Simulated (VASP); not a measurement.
A run of VASP 6.6.1 is set up as follows.

INCAR

```
PREC     = Accurate       # precision mode
ENCUT    = 500            # plane-wave cutoff, eV
EDIFF    = 1E-6           # SCF threshold, eV
ISMEAR   = -1             # smearing method
SIGMA    = 0.01           # smearing width, eV
LREAL    = False          # projectors in reciprocal space
LASPH    = True           # aspherical terms in the spheres
NELM     = 120            # most SCF steps
ALGO     = Normal         # electronic algorithm
ISIF     = 2              # what is computed and relaxed
LWAVE    = False          # write WAVECAR
LCHARG   = False          # write CHGCAR
NBANDS   = 17             # bands
GGA_COMPAT= False
```

File KPOINTS:

```
regular mesh
0
Gamma
  8 8 8
```

File POSCAR:

```
PbS
1.0
    0.0000000000      2.9249275202      2.9249275202
    2.9249275202      0.0000000000      2.9249275202
    2.9249275202      2.9249275202      0.0000000000
Pb S
1 1
Direct
    0.0000000000      0.0000000000      0.0000000000
    0.5000000000      0.5000000000      0.5000000000
```

Potentials or basis: VASP PAW LDA potentials, release 64 (Pb_d, S).

The run is started by

```sh
$ cat potpaw_LDA.64/Pb_d/POTCAR potpaw_LDA.64/S/POTCAR > POTCAR
$ mpirun -np 1 vasp_std > vasp.out
```

Problem. Estimate the band gap on the k mesh.

Solution. 0.05 eV.

Problem. Predict the pressure.

Solution. -0.1 GPa.

Caveat: spin-orbit coupling is left out, which moves the levels of the heavy elements. A k mesh can miss the band edges.
